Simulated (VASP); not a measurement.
Runs of VASP 6.6.1 on CdS (Hawleyite). The structure is that of space group F-43m (No. 216), or close to it. The cells are those of the table. 

| cell | gap on the mesh (eV) | pressure (GPa) |
| --- | --- | --- |
| a = 4.154, b = 4.154, c = 4.070 Å, angles 60.7, 60.7, 58.7°, 2 atoms | 1.55 | 1.8 |
| a = 4.170, b = 4.170, c = 4.042 Å, angles 61.0, 61.0, 58.0°, 2 atoms | (a) | 1.7 |
| a = 4.125 Å, angles 60.0°, 2 atoms | 1.59 | 1.8 |
| a = 4.111, b = 4.111, c = 4.152 Å, angles 59.7, 59.7, 60.7°, 2 atoms | 1.55 | 1.8 |
| a = 4.139, b = 4.139, c = 4.097 Å, angles 60.3, 60.3, 59.3°, 2 atoms | 1.57 | 1.8 |

Alike in all rows: task single point; level r2SCAN; potentials or basis VASP PAW PBE potentials, release 64 (Cd, S); no spin polarisation; k mesh 6 × 6 × 6; cutoff (eV) 520; smearing fermi-dirac 0.02 eV.

Question: Fill in the values left out.

Answer: (a) 1.52.

Caveats: the PAW data sets were made with another functional, which shifts forces and pressure a little.

A k mesh can miss the band edges, and the runs leave out spin-orbit coupling on Cd.
